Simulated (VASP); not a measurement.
# SnO2 (Fm-3m) in VASP: further runs

SnO2 is run at these levels: r2SCAN, PBE; tasks: single point.

All numbers are computed with VASP 6.6.1; they aren't measurements. Logs are shortened: lines on timing, memory, paths and dates and some standing lists are left out, and cuts for length are marked.

### Step 1. The cell of the first run

Symmetry: Fm-3m, No. 225, cubic system. Conventional cell: a = 5.148 Å, b = 5.148 Å, c = 5.148 Å, α = 90.00°, β = 90.00°, γ = 90.00°. Sn (site symmetry m-3m) has 8 O at 2.23 Å within 2.9 Å. Within 2.9 Å of O (site symmetry -43m) lie 4 Sn at 2.23 Å and 6 O at 2.57 Å.

### Step 2. Single point, r2SCAN, non-collinear spin, zero start, spin-orbit coupling

Input file POSCAR:

```
SnO2
1.0
    0.0000000000      2.5741500000      2.5741500000
    2.5741500000      0.0000000000      2.5741500000
    2.5741500000      2.5741500000      0.0000000000
Sn O
1 2
Direct
    0.0000000000      0.0000000000      0.0000000000
    0.7500000000      0.7500000000      0.7500000000
    0.2500000000      0.2500000000      0.2500000000
```

Input file INCAR.step1:

```
PREC = Accurate ; ENCUT = 520
ISMEAR = -1 ; SIGMA = 0.05
LREAL = False ; LASPH = True
NELM = 150 ; MAGMOM = 0 0 0 0 0 0 0 0 0
LSORBIT = True ; GGA_COMPAT = False
NBANDS = 39 ; GGA = PE
ALGO = Normal ; EDIFF = 1E-4
LWAVE = True ; LCHARG = False
```

Input file INCAR.step2:

```
PREC = Accurate ; ENCUT = 520
EDIFF = 1E-7 ; ISMEAR = -1
SIGMA = 0.05 ; LREAL = False
LASPH = True ; NELM = 150
ALGO = Normal ; ISIF = 2
LWAVE = False ; LCHARG = True
MAGMOM = 0 0 0 0 0 0 0 0 0 ; LORBIT = 11
LSORBIT = True ; GGA_COMPAT = False
LORBMOM = True ; METAGGA = R2SCAN
LMIXTAU = True ; LVHAR = True
NBANDS = 39 ; ISTART = 1
```

Input file KPOINTS:

```
Automatic mesh
0
Gamma
  7 7 7
```

Potentials or basis: VASP PAW PBE potentials, release 64 (Sn_d, O).

Command:

```sh
> cat potpaw_PBE.64/Sn_d/POTCAR potpaw_PBE.64/O/POTCAR > POTCAR
> cp INCAR.step1 INCAR
> mpirun -np 1 vasp_ncl > vasp.out
> cp INCAR.step2 INCAR
> mpirun -np 1 vasp_ncl > vasp.out
```

OUTCAR:

```text
PREC = Accurate
   ENCUT = 520
   EDIFF = 1E-7
   ISMEAR = -1
   LREAL = False
   LASPH = True
   NELM = 150
   ISIF = 2
   LORBIT = 11
   LSORBIT = True
   METAGGA = R2SCAN
   ISTART = 1

 ion  position               nearest neighbor table
   1  0.000  0.000  0.000-   2 2.23   3 2.23   2 2.23   2 2.23   2 2.23   3 2.23   3 2.23   3 2.23

   2  0.750  0.750  0.750-   1 2.23   1 2.23   1 2.23   1 2.23
   3  0.250  0.250  0.250-   1 2.23   1 2.23   1 2.23   1 2.23

  LATTYP: Found a face centered cubic cell.
 ALAT       =     5.1483000000

  Lattice vectors:

 A1 = (   0.0000000000,   2.5741500000,   2.5741500000)
 A2 = (   2.5741500000,   0.0000000000,   2.5741500000)
 A3 = (   2.5741500000,   2.5741500000,   0.0000000000)

Analysis of symmetry for initial positions (statically):
=====================================================================
 Subroutine PRICEL returns:
 Original cell was already a primitive cell.

 Routine SETGRP: Setting up the symmetry group for a
 face centered cubic supercell.

 Subroutine GETGRP returns: Found 48 space group operations
 (whereof 48 operations were pure point group operations)
 out of a pool of 48 trial point group operations.

The static configuration has the point symmetry O_h .

Analysis of symmetry for dynamics (positions and initial velocities):
=====================================================================
 Subroutine PRICEL returns:
 Original cell was already a primitive cell.

 Routine SETGRP: Setting up the symmetry group for a
 face centered cubic supercell.

 Subroutine GETGRP returns: Found 48 space group operations
 (whereof 48 operations were pure point group operations)
 out of a pool of 48 trial point group operations.

The dynamic configuration has the point symmetry O_h .

Analysis of structural, dynamic, and magnetic symmetry:
=====================================================================
 Subroutine PRICEL returns:
 Original cell was already a primitive cell.

 Routine SETGRP: Setting up the symmetry group for a
 face centered cubic supercell.

 Subroutine GETGRP returns: Found 48 space group operations
 (whereof 48 operations were pure point group operations)
 out of a pool of 48 trial point group operations.

The overall configuration has the point symmetry O_h .

 Subroutine INISYM returns: Found 48 space group operations
 (whereof 48 operations are pure point group operations),
 and found     1 'primitive' translations

----------------------------------------------------------------------------------------

                                     Primitive cell

  volume of cell :      34.1139

  direct lattice vectors                    reciprocal lattice vectors
     0.000000000  2.574150000  2.574150000    -0.194238875  0.194238875  0.194238875
     2.574150000  0.000000000  2.574150000     0.194238875 -0.194238875  0.194238875
     2.574150000  2.574150000  0.000000000     0.194238875  0.194238875 -0.194238875

  length of vectors
     3.640397842  3.640397842  3.640397842     0.336431600  0.336431600  0.336431600

  position of ions in fractional coordinates (direct lattice)
     0.000000000  0.000000000  0.000000000
     0.750000000  0.750000000  0.750000000
     0.250000000  0.250000000  0.250000000

  ion indices of the primitive-cell ions
   primitive index   ion index
                 1           1
                 2           2
                 3           3

----------------------------------------------------------------------------------------

 KPOINTS: Automatic mesh
[... 93 lines left out ...]
   LRPA    =     F    only Hartree local field effects (RPA)
  energy-cutoff  :      520.00
  volume of cell :       34.11
 maximum number of plane-waves:      1882
   NGX = 13   NGY = 13   NGZ = 13

 number of electron      25.9999992 magnetization      -0.0000000     -0.0000000     -0.0000000

 number of electron      25.9999992 magnetization      -0.0000000      0.0000000     -0.0000000

 number of electron      25.9999992 magnetization       0.0000000     -0.0000000      0.0000000

 number of electron      25.9999992 magnetization       0.0000000      0.0000000      0.0000000

 Free energy of the ion-electron system (eV)
  ---------------------------------------------------
  ext. energy  EPLUGINS =         0.00000000
  ---------------------------------------------------
  free energy    TOTEN  =       -41.47905093 eV

  energy without entropy =      -41.47884956  energy(sigma->0) =      -41.47895025

 E-fermi :   7.2481     XC(G=0): -12.4836

 val. band max:        6.9227639189   @ k =  -0.4286   0.4286   0.0000
 cond. band min:       7.3869943819   @ k =   0.0000   0.0000   0.0000
 fundamental gap:      0.4642304630
 Fermi energy:         7.2480986230

 k-point     1 :       0.0000    0.0000    0.0000
  band No.  band energies     occupation
      1     -14.7149      1.00000
      2     -14.7149      1.00000
      3     -14.7149      1.00000
      4     -14.7149      1.00000
      5     -13.7422      1.00000
      6     -13.7422      1.00000
[... 809 lines left out ...]
     37      24.2088      0.00000
     38      24.2088      0.00000
 [bands above 38 left out]

------------------------ aborting loop because EDIFF is reached ----------------------------------------

  FORCE on cell =-STRESS in cart. coord.  units (eV):
  Direction    XX          YY          ZZ          XY          YZ          ZX
  --------------------------------------------------------------------------------------
  -------------------------------------------------------------------------------------
  Total       -1.8315478     -1.8315478     -1.8315478     -0.0000000      0.0000000      0.0000000
  in kB      -86.0195767    -86.0195767    -86.0195767     -0.0000000      0.0000000      0.0000000
  external PRESSURE =     -86.0195767 kB  Pullay stress =       0.0000000 kB

 VOLUME and BASIS-vectors are now :
 -----------------------------------------------------------------------------
  energy-cutoff  :      520.00
  volume of cell :       34.11
      direct lattice vectors                 reciprocal lattice vectors
     0.000000000  2.574150000  2.574150000    -0.194238875  0.194238875  0.194238875
     2.574150000  0.000000000  2.574150000     0.194238875 -0.194238875  0.194238875
     2.574150000  2.574150000  0.000000000     0.194238875  0.194238875 -0.194238875

 POSITION                                       TOTAL-FORCE (eV/Angst)
 -----------------------------------------------------------------------------------
      0.00000      0.00000      0.00000        -0.000000      0.000000     -0.000000
      3.86123      3.86123      3.86123         0.000000      0.000000      0.000000
      1.28707      1.28707      1.28707        -0.000000     -0.000000     -0.000000
 -----------------------------------------------------------------------------------
    total drift:                                0.000000      0.000000      0.000000

  FREE ENERGIE OF THE ION-ELECTRON SYSTEM (eV)
  ---------------------------------------------------
  free  energy   TOTEN  =       -41.4790509274 eV

  energy  without entropy=      -41.4788495640  energy(sigma->0) =      -41.47895025

 orbital moment (x)

 # of ion     p       d       tot
 ----------------------------------------
  1         0.000  -0.000  -0.000
  2         0.000   0.000   0.000
  3         0.000   0.000   0.000
 ----------------------------------------
            0.000  -0.000   0.000

 orbital moment (y)

 # of ion     p       d       tot
 ----------------------------------------
  1         0.000  -0.000  -0.000
  2        -0.000   0.000  -0.000
  3        -0.000   0.000  -0.000
 ----------------------------------------
           -0.000  -0.000  -0.000

 orbital moment (z)

 # of ion     p       d       tot
 ----------------------------------------
  1         0.000   0.000   0.000
  2         0.000   0.000   0.000
  3         0.000   0.000   0.000
 ----------------------------------------
            0.000   0.000   0.000

 Spin-Orbit-Coupling matrix elements

 Ion:    1  E_soc:     -0.0654751
 l=   1
     0.0000000    -0.0054166    -0.0054166
    -0.0054166     0.0000000    -0.0054166
    -0.0054166    -0.0054166     0.0000000
 l=   2
     0.0000000    -0.0010616     0.0000000    -0.0010616    -0.0044343
    -0.0010616     0.0000000    -0.0033257    -0.0010616    -0.0011086
     0.0000000    -0.0033257     0.0000000    -0.0033257     0.0000000
    -0.0010616    -0.0010616    -0.0033257     0.0000000    -0.0011086
    -0.0044343    -0.0011086     0.0000000    -0.0011086     0.0000000
 l=   3
     0.0000000     0.0000000     0.0000000     0.0000000     0.0000000     0.0000000     0.0000000
     0.0000000     0.0000000     0.0000000     0.0000000     0.0000000     0.0000000     0.0000000
     0.0000000     0.0000000     0.0000000     0.0000000     0.0000000     0.0000000     0.0000000
     0.0000000     0.0000000     0.0000000     0.0000000     0.0000000     0.0000000     0.0000000
[... 29 lines left out ...]
 l=   2
     0.0000000     0.0000000     0.0000000     0.0000000     0.0000000
     0.0000000     0.0000000     0.0000000     0.0000000     0.0000000
     0.0000000     0.0000000     0.0000000     0.0000000     0.0000000
     0.0000000     0.0000000     0.0000000     0.0000000     0.0000000
     0.0000000     0.0000000     0.0000000     0.0000000     0.0000000
 l=   3
     0.0000000     0.0000000     0.0000000     0.0000000     0.0000000     0.0000000     0.0000000
     0.0000000     0.0000000     0.0000000     0.0000000     0.0000000     0.0000000     0.0000000
     0.0000000     0.0000000     0.0000000     0.0000000     0.0000000     0.0000000     0.0000000
     0.0000000     0.0000000     0.0000000     0.0000000     0.0000000     0.0000000     0.0000000
     0.0000000     0.0000000     0.0000000     0.0000000     0.0000000     0.0000000     0.0000000
     0.0000000     0.0000000     0.0000000     0.0000000     0.0000000     0.0000000     0.0000000
     0.0000000     0.0000000     0.0000000     0.0000000     0.0000000     0.0000000     0.0000000

 total charge

# of ion       s       p       d       tot
------------------------------------------
    1        0.815   0.916  10.250  11.981
    2        1.581   3.477   0.000   5.058
    3        1.581   3.477   0.000   5.058
--------------------------------------------------
tot          3.976   7.870  10.250  22.096

 magnetization (x)

# of ion       s       p       d       tot
------------------------------------------
    1        0.000   0.000  -0.000  -0.000
    2        0.000  -0.000   0.000  -0.000
    3        0.000  -0.000   0.000  -0.000
--------------------------------------------------
tot          0.000  -0.000  -0.000  -0.000

 magnetization (y)

# of ion       s       p       d       tot
------------------------------------------
    1       -0.000   0.000  -0.000  -0.000
    2        0.000   0.000   0.000   0.000
    3        0.000   0.000   0.000   0.000
--------------------------------------------------
tot          0.000   0.000  -0.000   0.000

 magnetization (z)

# of ion       s       p       d       tot
------------------------------------------
    1        0.000   0.000  -0.000   0.000
    2        0.000  -0.000   0.000  -0.000
    3        0.000  -0.000   0.000  -0.000
--------------------------------------------------
tot          0.000  -0.000  -0.000  -0.000
```

It took 4 min on 1 thread of Intel Xeon Platinum 8488C (Sapphire Rapids), shared host; peak memory 0.29 GiB.

Results:

| Property | Result |
| --- | --- |
| Free energy | -41.4791 eV |
| Pressure | -8.6 GPa |
| Net moment | 0.00 μB per cell |
| Valence electrons inside the program's atomic spheres | Sn 11.98; O 5.06 |

Moments on the atoms (μB; x, y, z):
```
Sn  0.00 0.00 0.00
O   0.00 0.00 0.00
O   0.00 0.00 0.00
```

Caveat: the PAW data sets were made with another functional, which shifts forces and pressure a little.

### Step 3. Single point, PBE (volume scaled by 0.94)

Input file INCAR:

```
SYSTEM = SnO2
PREC = Accurate ; ENCUT = 520
EDIFF = 1E-7 ; ISMEAR = -1
SIGMA = 0.05 ; LREAL = .FALSE.
LASPH = .TRUE. ; NELM = 100
ALGO = Normal ; ISIF = 2
LWAVE = .FALSE. ; LCHARG = .FALSE.
GGA = PE ; NBANDS = 20
```

Input file KPOINTS:

```
regular mesh
0
G
  9 9 9
  0 0 0
```

Input file POSCAR:

```
SnO2
1.0
    0.0000000000      2.5216015818      2.5216015818
    2.5216015818      0.0000000000      2.5216015818
    2.5216015818      2.5216015818      0.0000000000
Sn O
1 2
Direct
    0.0000000000      0.0000000000      0.0000000000
    0.7500000000      0.7500000000      0.7500000000
    0.2500000000      0.2500000000      0.2500000000
```

Potentials or basis: VASP PAW PBE potentials, release 64 (Sn_d, O).

Command:

```sh
> cat potpaw_PBE.64/Sn_d/POTCAR potpaw_PBE.64/O/POTCAR > POTCAR
> mpirun -np 1 vasp_std > vasp.out
```

OUTCAR:

```text
SYSTEM = SnO2
   PREC = Accurate
   ENCUT = 520
   EDIFF = 1E-7
   ISMEAR = -1
   LREAL = .FALSE.
   LASPH = .TRUE.
   NELM = 100
   ISIF = 2
   GGA = PE

 ion  position               nearest neighbor table
   1  0.000  0.000  0.000-   2 2.18   2 2.18   2 2.18   2 2.18   3 2.18   3 2.18   3 2.18   3 2.18

   2  0.750  0.750  0.750-   1 2.18   1 2.18   1 2.18   1 2.18
   3  0.250  0.250  0.250-   1 2.18   1 2.18   1 2.18   1 2.18

  LATTYP: Found a face centered cubic cell.
 ALAT       =     5.0432031636

  Lattice vectors:

[... 741 lines left out ...]

  FORCE on cell =-STRESS in cart. coord.  units (eV):
  Direction    XX          YY          ZZ          XY          YZ          ZX
  --------------------------------------------------------------------------------------
  -------------------------------------------------------------------------------------
  Total        2.6915300      2.6915300      2.6915300      0.0000000      0.0000000     -0.0000000
  in kB      134.4777421    134.4777421    134.4777421      0.0000000      0.0000000     -0.0000000
  external PRESSURE =     134.4777421 kB  Pullay stress =       0.0000000 kB

 VOLUME and BASIS-vectors are now :
 -----------------------------------------------------------------------------
  energy-cutoff  :      520.00
  volume of cell :       32.07
      direct lattice vectors                 reciprocal lattice vectors
     0.000000000  2.521601582  2.521601582    -0.198286678  0.198286678  0.198286678
     2.521601582  0.000000000  2.521601582     0.198286678 -0.198286678  0.198286678
     2.521601582  2.521601582  0.000000000     0.198286678  0.198286678 -0.198286678

 POSITION                                       TOTAL-FORCE (eV/Angst)
 -----------------------------------------------------------------------------------
      0.00000      0.00000      0.00000         0.000000     -0.000000      0.000000
      3.78240      3.78240      3.78240         0.000000      0.000000      0.000000
      1.26080      1.26080      1.26080        -0.000000     -0.000000     -0.000000
 -----------------------------------------------------------------------------------
    total drift:                               -0.000000     -0.000000      0.000000

  FREE ENERGIE OF THE ION-ELECTRON SYSTEM (eV)
  ---------------------------------------------------
  free  energy   TOTEN  =       -17.8330861055 eV

  energy  without entropy=      -17.8330053610  energy(sigma->0) =      -17.83304573
```

OSZICAR:

```text
N       E                     dE             d eps       ncg     rms          rms(c)
DAV:   1     0.239577248464E+03    0.23958E+03   -0.13683E+04  1552   0.207E+03
DAV:   2     0.381564378832E+01   -0.23576E+03   -0.22439E+03  1492   0.496E+02
DAV:   3    -0.204189265909E+02   -0.24235E+02   -0.23970E+02  1588   0.134E+02
DAV:   4    -0.210505643057E+02   -0.63164E+00   -0.63117E+00  1572   0.224E+01
DAV:   5    -0.210639144519E+02   -0.13350E-01   -0.13350E-01  1732   0.341E+00    0.111E+01
DAV:   6    -0.178212418038E+02    0.32427E+01   -0.10934E+01  2116   0.569E+01    0.396E+00
DAV:   7    -0.178476328964E+02   -0.26391E-01   -0.68092E-01  1484   0.591E+00    0.197E+00
DAV:   8    -0.178343572050E+02    0.13276E-01   -0.61231E-02  1604   0.260E+00    0.363E-01
DAV:   9    -0.178325856598E+02    0.17715E-02   -0.10597E-02  2044   0.168E+00    0.831E-02
DAV:  10    -0.178330792514E+02   -0.49359E-03   -0.12674E-03  1544   0.345E-01    0.195E-02
DAV:  11    -0.178330850020E+02   -0.57506E-05   -0.39786E-05  1892   0.864E-02    0.130E-02
DAV:  12    -0.178330860522E+02   -0.10502E-05   -0.65838E-06  1528   0.194E-02    0.187E-03
DAV:  13    -0.178330861055E+02   -0.53313E-07   -0.62102E-07  1572   0.131E-02
   1 F= -.17833086E+02 E0= -.17833046E+02  d E =-.807445E-04
```

Wall time 15 s (1 thread of Intel Xeon Platinum 8488C (Sapphire Rapids), shared host); peak memory 0.16 GiB.

Results:

* Free energy: -17.8331 eV
* Pressure: 13.4 GPa
* Band gap on the k mesh: 0.51 eV, indirect (least direct gap 1.85 eV)

Levels at points of the mesh, in eV from the valence-band top:
```csv
k point,band 11,band 12,band 13,band 14,band 15,band 16
"(0.00, 0.00, 0.00)",-1.34,-1.34,-1.34,0.51,7.26,7.26
```

Caveat: spin-orbit coupling is left out, which moves the levels of the heavy elements.

### Step 4. Single point, PBE (volume scaled by 1.02)

Input file INCAR:

```
PREC     = Accurate       # precision mode
ENCUT    = 520            # plane-wave cutoff, eV
EDIFF    = 1E-6           # SCF threshold, eV
ISMEAR   = -1             # smearing method
SIGMA    = 0.05           # smearing width, eV
LREAL    = F              # projectors in reciprocal space
LASPH    = T              # aspherical terms in the spheres
NELM     = 60             # most SCF steps
ALGO     = Normal         # electronic algorithm
ISIF     = 2              # what is computed and relaxed
LWAVE    = F              # write WAVECAR
LCHARG   = F              # write CHGCAR
GGA      = PE             # functional
NBANDS   = 20             # bands
```

Input file KPOINTS:

```
Automatic mesh
0
Gamma
  9 9 9
```

Input file POSCAR:

```
SnO2
1.0
    0.0000000000      2.5911978478      2.5911978478
    2.5911978478      0.0000000000      2.5911978478
    2.5911978478      2.5911978478      0.0000000000
Sn O
1 2
Direct
    0.0000000000      0.0000000000      0.0000000000
    0.7500000000      0.7500000000      0.7500000000
    0.2500000000      0.2500000000      0.2500000000
```

Command:

```sh
> cat potpaw_PBE.64/Sn_d/POTCAR potpaw_PBE.64/O/POTCAR > POTCAR
> mpirun -np 1 vasp_std > vasp.out
```

Run time: 16 s. Hardware: 1 thread of Intel Xeon Platinum 8488C (Sapphire Rapids), shared host; peak memory 0.16 GiB.

It converged, with:

```
Free energy            : -17.9112 eV
Pressure               : -3.5 GPa
Band gap on the k mesh : zero (band 13 reaches 7.00 eV, above the bottom of band 14 at 6.70 eV)
```

Levels at points of the mesh, in eV from the Fermi level:
```tsv
k point	band 9	band 10	band 11	band 12	band 13	band 14	band 15	band 16	band 17	band 18
(0.00, 0.00, 0.00)	-2.86	-2.86	-1.41	-1.41	-1.41	-0.51	6.77	6.77	6.77	12.95
```

Caveat: spin-orbit coupling is left out, which moves the levels of the heavy elements.

### Step 5. Summary

```csv
level,spin,cell,k mesh,gap on the mesh (eV),pressure (GPa)
r2SCAN,"non-collinear, zero start, SOC","a = 3.640 Å, angles 60.0°, 3 atoms",7 × 7 × 7,-,-8.6
PBE,off,"a = 3.566 Å, angles 60.0°, 3 atoms",9 × 9 × 9,0.51,13.4
PBE,off,"a = 3.665 Å, angles 60.0°, 3 atoms",9 × 9 × 9,none,-3.5
```

Alike in all rows: task single point; potentials or basis VASP PAW PBE potentials, release 64 (Sn_d, O); cutoff (eV) 520; smearing fermi-dirac 0.05 eV.

Caveats: spin-orbit coupling is left out, which moves the levels of the heavy elements (some runs); the PAW data sets were made with another functional, which shifts forces and pressure a little (some runs).

Absolute energies hang on the potentials; compare differences alone.
